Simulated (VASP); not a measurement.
# BiTe (I4/mmm) in VASP: a series of runs, part 2 of 2

VASP 6.6.1. The steps go on from the part before.

## (4) Single point, r2SCAN (strain -0.015 along x and y, +0.030 along z)

The input, POSCAR:

```
BiTe
1.0
    0.0000000000      3.1864750000      3.3320500000
    3.1864750000      0.0000000000      3.3320500000
    3.1864750000      3.1864750000      0.0000000000
Bi Te
1 1
Direct
    0.0000000000      0.0000000000      0.0000000000
    0.5000000000      0.5000000000      0.5000000000
```

The input, INCAR.step1:

```
PREC     = Accurate       # precision mode
ENCUT    = 520            # plane-wave cutoff, eV
ISMEAR   = 0              # smearing method
SIGMA    = 0.15           # smearing width, eV
LREAL    = F              # projectors in reciprocal space
LASPH    = T              # aspherical terms in the spheres
NELM     = 80             # most SCF steps
NBANDS   = 18             # bands
GGA      = PE             # functional
ALGO     = Normal         # electronic algorithm
EDIFF    = 1E-4           # SCF threshold, eV
LWAVE    = T              # write WAVECAR
LCHARG   = F              # write CHGCAR
```

The input, INCAR.step2:

```
PREC     = Accurate       # precision mode
ENCUT    = 520            # plane-wave cutoff, eV
EDIFF    = 1E-6           # SCF threshold, eV
ISMEAR   = 0              # smearing method
SIGMA    = 0.15           # smearing width, eV
LREAL    = F              # projectors in reciprocal space
LASPH    = T              # aspherical terms in the spheres
NELM     = 80             # most SCF steps
ALGO     = Normal         # electronic algorithm
ISIF     = 2              # what is computed and relaxed
LWAVE    = F              # write WAVECAR
LCHARG   = T              # write CHGCAR
METAGGA  = R2SCAN         # meta-GGA
LMIXTAU  = T            
LELF     = T              # ELF
LVHAR    = T            
NBANDS   = 18             # bands
ISTART   = 1
```

The input, KPOINTS:

```
regular mesh
0
Gamma
  14 14 14
```

Potentials or basis: VASP PAW PBE potentials, release 64 (Bi_d, Te).

Command:

```
$ cat potpaw_PBE.64/Bi_d/POTCAR potpaw_PBE.64/Te/POTCAR > POTCAR
$ cp INCAR.step1 INCAR
$ mpirun -np 1 vasp_std > vasp.out
$ cp INCAR.step2 INCAR
$ mpirun -np 1 vasp_std > vasp.out
```

OUTCAR:

```text
PREC = Accurate
   ENCUT = 520
   EDIFF = 1E-6
   ISMEAR = 0
   LREAL = F
   LASPH = T
   NELM = 80
   ISIF = 2
   METAGGA = R2SCAN
   ISTART = 1

 ion  position               nearest neighbor table
   1  0.000  0.000  0.000-   2 3.19   2 3.19   2 3.19   2 3.19   2 3.33   2 3.33
   2  0.500  0.500  0.500-   1 3.19   1 3.19   1 3.19   1 3.19   1 3.33   1 3.33

  LATTYP: Found a body centered tetragonal cell.
 ALAT       =     4.5063561612
 C/A-ratio  =     1.4788223038

  Lattice vectors:

 A1 = (  -3.1864750000,   0.0000000000,   3.3320500000)
 A2 = (   3.1864750000,   0.0000000000,   3.3320500000)
 A3 = (   0.0000000000,   3.1864750000,  -3.3320500000)

Analysis of symmetry for initial positions (statically):
=====================================================================
 Subroutine PRICEL returns:
 Original cell was already a primitive cell.

 Routine SETGRP: Setting up the symmetry group for a
 body centered tetragonal supercell.

 Subroutine GETGRP returns: Found 16 space group operations
 (whereof 16 operations were pure point group operations)
 out of a pool of 16 trial point group operations.

[... 159 lines left out ...]

  energy without entropy =      -83.99712401  energy(sigma->0) =      -84.00487933

 E-fermi :   6.6090     XC(G=0): -10.0025

 val. band max:        6.5990286836   @ k =  -0.2857   0.2143   0.0000
 cond. band min:       6.6218963856   @ k =  -0.1429   0.0714   0.2143
 fundamental gap:      0.0228677019
 Fermi energy:         6.6089878997

 k-point     1 :       0.0000    0.0000    0.0000
  band No.  band energies     occupation
      1     -17.3242      2.00000
      2     -17.3176      2.00000
      3     -17.2919      2.00000
      4     -17.2919      2.00000
      5     -17.2900      2.00000
      6      -7.5745      2.00000
[... 481 lines left out ...]
      5     -17.2879      2.00000
      6      -6.9532      2.00000
[... 10 lines left out ...]
     17      15.3492      0.00000
     18      15.4028      0.00000

 [... further k-points ...]

------------------------ aborting loop because EDIFF is reached ----------------------------------------

  FORCE on cell =-STRESS in cart. coord.  units (eV):
  Direction    XX          YY          ZZ          XY          YZ          ZX
  --------------------------------------------------------------------------------------
  -------------------------------------------------------------------------------------
  Total        0.5582221      0.5582221     -0.9068302      0.0000000      0.0000000     -0.0000000
  in kB       13.2176754     13.2176754    -21.4720742      0.0000000      0.0000000     -0.0000000
  external PRESSURE =       1.6544255 kB  Pullay stress =       0.0000000 kB

 VOLUME and BASIS-vectors are now :
 -----------------------------------------------------------------------------
  energy-cutoff  :      520.00
  volume of cell :       67.66
      direct lattice vectors                 reciprocal lattice vectors
     0.000000000  3.186475000  3.332050000    -0.156913203  0.156913203  0.150057772
     3.186475000  0.000000000  3.332050000     0.156913203 -0.156913203  0.150057772
     3.186475000  3.186475000  0.000000000     0.156913203  0.156913203 -0.150057772

 POSITION                                       TOTAL-FORCE (eV/Angst)
 -----------------------------------------------------------------------------------
      0.00000      0.00000      0.00000        -0.000000      0.000000     -0.000000
      3.18648      3.18648      3.33205         0.000000     -0.000000      0.000000
 -----------------------------------------------------------------------------------
    total drift:                               -0.000000      0.000000      0.000000

  FREE ENERGIE OF THE ION-ELECTRON SYSTEM (eV)
  ---------------------------------------------------
  free  energy   TOTEN  =       -84.0126346430 eV

  energy  without entropy=      -83.9971240093  energy(sigma->0) =      -84.00487933
```

OSZICAR.step1:

```text
N       E                     dE             d eps       ncg     rms          rms(c)
DAV:   1     0.158987958424E+03    0.15899E+03   -0.98593E+03  8786   0.112E+03
DAV:   2     0.483613949353E+01   -0.15415E+03   -0.15032E+03  9380   0.305E+02
DAV:   3    -0.683756411680E+01   -0.11674E+02   -0.11558E+02 10818   0.888E+01
DAV:   4    -0.716584782543E+01   -0.32828E+00   -0.32735E+00 10758   0.159E+01
DAV:   5    -0.717996817899E+01   -0.14120E-01   -0.14119E-01 12458   0.308E+00    0.639E+00
DAV:   6    -0.715278501859E+01    0.27183E-01   -0.94281E-02 12638   0.188E+00    0.394E+00
DAV:   7    -0.715691616713E+01   -0.41311E-02   -0.26870E-02  9972   0.847E-01    0.575E-01
DAV:   8    -0.715672627227E+01    0.18989E-03   -0.42083E-03 11100   0.435E-01    0.117E-01
DAV:   9    -0.715685467978E+01   -0.12841E-03   -0.39190E-04  9956   0.119E-01    0.386E-02
DAV:  10    -0.715685599432E+01   -0.13145E-05   -0.98155E-06  5098   0.219E-02
   1 F= -.71568560E+01 E0= -.71489789E+01  d E =-.157542E-01
```

It took 9 min on 1 thread of Intel Xeon 6975P-C (Granite Rapids), shared host; peak memory 0.44 GiB.

What came out:

* Free energy: -84.0126 eV
* Pressure: 0.2 GPa
* Band gap on the k mesh: zero (an odd number of electrons rules out a gap without spin polarisation)

Stress tensor (GPa, compression positive):
```
 1.32  0.00  0.00
 0.00  1.32  0.00
 0.00  0.00 -2.15
```

Caveat: the cell differs from its parent crystal (strain -0.015 along x and y, +0.030 along z); the PAW data sets were made with another functional, which shifts forces and pressure a little; spin-orbit coupling is left out, which moves the levels of the heavy elements.

## (5) Single point, r2SCAN (strain +0.000 along x and y, +0.015 along z)

The input, POSCAR:

```
BiTe
1.0
    0.0000000000      3.2350000000      3.2835250000
    3.2350000000      0.0000000000      3.2835250000
    3.2350000000      3.2350000000      0.0000000000
Bi Te
1 1
Direct
    0.0000000000      0.0000000000      0.0000000000
    0.5000000000      0.5000000000      0.5000000000
```

The input, INCAR.step1:

```
PREC = Accurate
ENCUT = 520
ISMEAR = 0
SIGMA = 0.15
LREAL = F
LASPH = T
NELM = 60
NBANDS = 18
GGA = PE
ALGO = Normal
EDIFF = 1E-4
LWAVE = T
LCHARG = F
```

The input, INCAR.step2:

```
PREC = Accurate
ENCUT = 520
EDIFF = 1E-6
ISMEAR = 0
SIGMA = 0.15
LREAL = F
LASPH = T
NELM = 60
ALGO = Normal
ISIF = 2
LWAVE = F
LCHARG = F
METAGGA = R2SCAN
LMIXTAU = T
NBANDS = 18
ISTART = 1
```

KPOINTS is that of step 4.

Potentials or basis: VASP PAW PBE potentials, release 64 (Bi_d, Te).

Command:

```
$ cat potpaw_PBE.64/Bi_d/POTCAR potpaw_PBE.64/Te/POTCAR > POTCAR
$ cp INCAR.step1 INCAR
$ mpirun -np 1 vasp_std > vasp.out
$ cp INCAR.step2 INCAR
$ mpirun -np 1 vasp_std > vasp.out
```

OUTCAR:

```text
PREC = Accurate
   ENCUT = 520
   EDIFF = 1E-6
   ISMEAR = 0
   LREAL = F
   LASPH = T
   NELM = 60
   ISIF = 2
   METAGGA = R2SCAN
   ISTART = 1

 ion  position               nearest neighbor table
   1  0.000  0.000  0.000-   2 3.23   2 3.23   2 3.23   2 3.23   2 3.28   2 3.28
   2  0.500  0.500  0.500-   1 3.23   1 3.23   1 3.23   1 3.23   1 3.28   1 3.28

  LATTYP: Found a body centered tetragonal cell.
 ALAT       =     4.5749808743
 C/A-ratio  =     1.4354267658

  Lattice vectors:

 A1 = (  -3.2350000000,   0.0000000000,   3.2835250000)
 A2 = (   3.2350000000,   0.0000000000,   3.2835250000)
 A3 = (   0.0000000000,   3.2350000000,  -3.2835250000)

Analysis of symmetry for initial positions (statically):
=====================================================================
 Subroutine PRICEL returns:
 Original cell was already a primitive cell.

 Routine SETGRP: Setting up the symmetry group for a
 body centered tetragonal supercell.

 Subroutine GETGRP returns: Found 16 space group operations
 (whereof 16 operations were pure point group operations)
 out of a pool of 16 trial point group operations.

The static configuration has the point symmetry D_4h.

Analysis of symmetry for dynamics (positions and initial velocities):
=====================================================================
 Subroutine PRICEL returns:
 Original cell was already a primitive cell.

 Routine SETGRP: Setting up the symmetry group for a
 body centered tetragonal supercell.

 Subroutine GETGRP returns: Found 16 space group operations
 (whereof 16 operations were pure point group operations)
 out of a pool of 16 trial point group operations.

The dynamic configuration has the point symmetry D_4h.

 Subroutine INISYM returns: Found 16 space group operations
 (whereof 16 operations are pure point group operations),
 and found     1 'primitive' translations

[... 111 lines left out ...]
   IALGO  =     38    algorithm
   IMIX   =      4    mixing-type and parameters
     AMIX     =   0.40;   BMIX     =  1.00
     AMIX_MAG =   1.60;   BMIX_MAG =  1.00
  volume/ion in A,a.u.               =      34.36       231.89
  Fermi-wavevector in a.u.,A,eV,Ry     =   1.102660  2.083725 16.542768  1.215859
  Thomas-Fermi vector in A             =   2.239106
   LORBIT       =      0    0 simple, 1 ext, 2 COOP (PROOUT), +10 PAW based schemes
   METAGGA = R2SCAN    functional components
   LHFCALC =     F    Hartree Fock is set to
   AEXX    =    0.0000 exact exchange contribution
   IVDW    =     0    specifies the selected vdW correction
   LEPSILON=     F    determine dielectric tensor
   LRPA    =     F    only Hartree local field effects (RPA)
 non-spin polarized calculation
 Gauss-broadening in eV      SIGMA  =   0.15
  energy-cutoff  :      520.00
  volume of cell :       68.73
 maximum number of plane-waves:      1870
 NGX is ok and might be reduce to    36
   NGX = 17   NGY = 17   NGZ = 17

 number of electron      20.9999997 magnetization

 Free energy of the ion-electron system (eV)
  ---------------------------------------------------
  ext. energy  EPLUGINS =         0.00000000
  ---------------------------------------------------
  free energy    TOTEN  =       -84.02983738 eV

  energy without entropy =      -84.01367874  energy(sigma->0) =      -84.02175806

 E-fermi :   6.4292     XC(G=0):  -9.9302

 val. band max:        6.4211700034   @ k =   0.2143   0.0714   0.0000
 cond. band min:       6.4309476644   @ k =   0.4286   0.1429   0.0714
 fundamental gap:      0.0097776610
 Fermi energy:         6.4292452545

 k-point     1 :       0.0000    0.0000    0.0000
  band No.  band energies     occupation
      1     -17.4910      2.00000
      2     -17.4861      2.00000
      3     -17.4796      2.00000
      4     -17.4778      2.00000
      5     -17.4778      2.00000
      6      -7.6359      2.00000
[... 481 lines left out ...]
      5     -17.4736      2.00000
      6      -6.9862      2.00000
[... 10 lines left out ...]
     17      14.8357      0.00000
     18      14.9310      0.00000

 [... further k-points ...]

------------------------ aborting loop because EDIFF is reached ----------------------------------------

  FORCE on cell =-STRESS in cart. coord.  units (eV):
  Direction    XX          YY          ZZ          XY          YZ          ZX
  --------------------------------------------------------------------------------------
  -------------------------------------------------------------------------------------
  Total       -0.1652934     -0.1652934     -0.6447002      0.0000000     -0.0000000     -0.0000000
  in kB       -3.8534268     -3.8534268    -15.0296718      0.0000000     -0.0000000     -0.0000000
  external PRESSURE =      -7.5788418 kB  Pullay stress =       0.0000000 kB

 VOLUME and BASIS-vectors are now :
 -----------------------------------------------------------------------------
  energy-cutoff  :      520.00
  volume of cell :       68.73
      direct lattice vectors                 reciprocal lattice vectors
     0.000000000  3.235000000  3.283525000    -0.154559505  0.154559505  0.152275375
     3.235000000  0.000000000  3.283525000     0.154559505 -0.154559505  0.152275375
     3.235000000  3.235000000  0.000000000     0.154559505  0.154559505 -0.152275375

 POSITION                                       TOTAL-FORCE (eV/Angst)
 -----------------------------------------------------------------------------------
      0.00000      0.00000      0.00000        -0.000000      0.000000     -0.000000
      3.23500      3.23500      3.28353         0.000000      0.000000      0.000000
 -----------------------------------------------------------------------------------
    total drift:                               -0.000000      0.000000      0.000000

  FREE ENERGIE OF THE ION-ELECTRON SYSTEM (eV)
  ---------------------------------------------------
  free  energy   TOTEN  =       -84.0298373778 eV

  energy  without entropy=      -84.0136787438  energy(sigma->0) =      -84.02175806
```

OSZICAR.step1:

```text
N       E                     dE             d eps       ncg     rms          rms(c)
DAV:   1     0.159520785882E+03    0.15952E+03   -0.98372E+03  8808   0.112E+03
DAV:   2     0.503598452700E+01   -0.15448E+03   -0.15048E+03  9364   0.306E+02
DAV:   3    -0.686244778121E+01   -0.11898E+02   -0.11749E+02 10800   0.894E+01
DAV:   4    -0.719069779284E+01   -0.32825E+00   -0.32774E+00 10682   0.159E+01
DAV:   5    -0.720505222163E+01   -0.14354E-01   -0.14354E-01 12412   0.314E+00    0.623E+00
DAV:   6    -0.717547370017E+01    0.29579E-01   -0.10389E-01 12512   0.194E+00    0.384E+00
DAV:   7    -0.717975749920E+01   -0.42838E-02   -0.27256E-02  9856   0.838E-01    0.626E-01
DAV:   8    -0.717966801342E+01    0.89486E-04   -0.40599E-03 10918   0.426E-01    0.114E-01
DAV:   9    -0.717980128186E+01   -0.13327E-03   -0.40007E-04  9890   0.121E-01    0.410E-02
DAV:  10    -0.717980225176E+01   -0.96989E-06   -0.11371E-05  5094   0.236E-02
   1 F= -.71798023E+01 E0= -.71715301E+01  d E =-.165442E-01
```

It took 6.1 min on 1 thread of Intel Xeon 6975P-C (Granite Rapids), shared host; peak memory 0.45 GiB.

Results:

* Free energy: -84.0298 eV
* Pressure: -0.8 GPa
* Band gap on the k mesh: zero (an odd number of electrons rules out a gap without spin polarisation)

Caveat: the cell differs from its parent crystal (strain +0.000 along x and y, +0.015 along z); the PAW data sets were made with another functional, which shifts forces and pressure a little; spin-orbit coupling is left out, which moves the levels of the heavy elements.

## (6) Overview

| cell | gap on the mesh (eV) | pressure (GPa) |
| --- | --- | --- |
| a = 4.472, b = 4.472, c = 4.438 Å, angles 60.3, 60.3, 59.5°, 2 atoms | none | 4.6 |
| a = 4.507, b = 4.507, c = 4.438 Å, angles 60.5, 60.5, 59.0°, 2 atoms | none | 3.6 |
| a = 4.610, b = 4.610, c = 4.506 Å, angles 60.7, 60.7, 58.5°, 2 atoms | none | 0.2 |
| a = 4.609, b = 4.609, c = 4.575 Å, angles 60.2, 60.2, 59.5°, 2 atoms | none | -0.8 |

Alike in all rows: task single point; level r2SCAN; potentials or basis VASP PAW PBE potentials, release 64 (Bi_d, Te); no spin polarisation; k mesh 14 × 14 × 14; cutoff (eV) 520; smearing gaussian 0.15 eV.

Caveats: the PAW data sets were made with another functional, which shifts forces and pressure a little; spin-orbit coupling is left out, which moves the levels of the heavy elements; the cell stands under pressure (at least some runs).

Total energies depend on the potentials used, so only differences within one code and one set of settings carry meaning.

The gap in the log of VASP goes by the Fermi energy; the results here count the filled bands.